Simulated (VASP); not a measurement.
Write the native input for VASP 6.6.1 that does the following.

| Item | Value |
| --- | --- |
| Task | single point |
| Functional | PBE |
| Potentials or basis | VASP PAW PBE potentials, release 64 (Na_pv, I) |
| Cutoff | 520 eV |
| k mesh | 10 × 10 × 10 |
| Occupations | gaussian, width 0.05 eV |
| Spin | no spin polarisation |
| Dipole correction | no |
| Further INCAR settings | ALGO = Normal; EDIFF = 1e-06; NBANDS = 14 |

The structure of NaI lies in POSCAR:

```
NaI
1.0
    0.0000000000      3.2364000000      3.2364000000
    3.2364000000      0.0000000000      3.2364000000
    3.2364000000      3.2364000000      0.0000000000
Na I
1 1
Direct
    0.0000000000      0.0000000000      0.0000000000
    0.5000000000      0.5000000000      0.5000000000
```

The input as run:

INCAR

```
ALGO     = Normal         # electronic algorithm
EDIFF    = 1E-6           # SCF threshold, eV
ENCUT    = 520            # plane-wave cutoff, eV
GGA      = PE             # functional
ISIF     = 2              # what is computed and relaxed
ISMEAR   = 0              # smearing method
LASPH    = True           # aspherical terms in the spheres
LCHARG   = True           # write CHGCAR
LELF     = True           # ELF
LREAL    = False          # projectors in reciprocal space
LVHAR    = True         
LWAVE    = False          # write WAVECAR
NBANDS   = 14             # bands
NELM     = 80             # most SCF steps
PREC     = Accurate       # precision mode
SIGMA    = 0.05           # smearing width, eV
```

KPOINTS

```
k-points
0
Gamma
  10 10 10
```

Potentials or basis: VASP PAW PBE potentials, release 64 (Na_pv, I).

Launch:

```bash
$ cat potpaw_PBE.64/Na_pv/POTCAR potpaw_PBE.64/I/POTCAR > POTCAR
$ mpirun -np 1 vasp_std > vasp.out
```

Results of the run:

The pressure is 0.4 GPa. The band gap on the k mesh is 3.64 eV, direct.

Caveat: spin-orbit coupling is left out, which moves the levels of the heavy elements.

Wall time 31 s on 1 thread of Intel(R) Xeon(R) Platinum 8375C CPU @ 2.90GHz (Ice Lake), on a shared host, peak memory 0.22 GiB.
